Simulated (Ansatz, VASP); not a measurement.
# Hf in VASP and in Ansatz

```
Hf
1.0
    -1.84189    1.84189    1.84189
     1.84189   -1.84189    1.84189
     1.84189    1.84189   -1.84189
Hf
1
Direct
  0.00000 0.00000 0.00000
```

Alike in both runs: task single point; functional PBE; k mesh 16 × 16 × 16; occupations gaussian, width 0.1 eV; no spin polarisation.

|  | VASP | Ansatz |
| --- | --- | --- |
| version | VASP 6.6.1 | Ansatz 0.2.0 |
| potentials or method | VASP PAW PBE potentials, release 64 (Hf_pv), cutoff 520 eV | scalar-relativistic, plane waves, PAW |
| valence electrons in the cell | 10 | 26 |

|  | VASP | Ansatz | Ansatz less VASP |
| --- | --- | --- | --- |
| gap on the k mesh at the Fermi level (eV) | none | none | - |
| pressure (GPa) | -9.9 | -9.5 | +0.36 |

A gap of «none» marks a metal or a gap that the smearing closes. With one functional, cell and mesh, what is left measures potentials, basis and numerics. VASP's potentials hold 10 valence electrons a cell and Ansatz's 26, so a difference there can come from the potentials and not from the codes.

Neither program's run includes spin-orbit coupling.
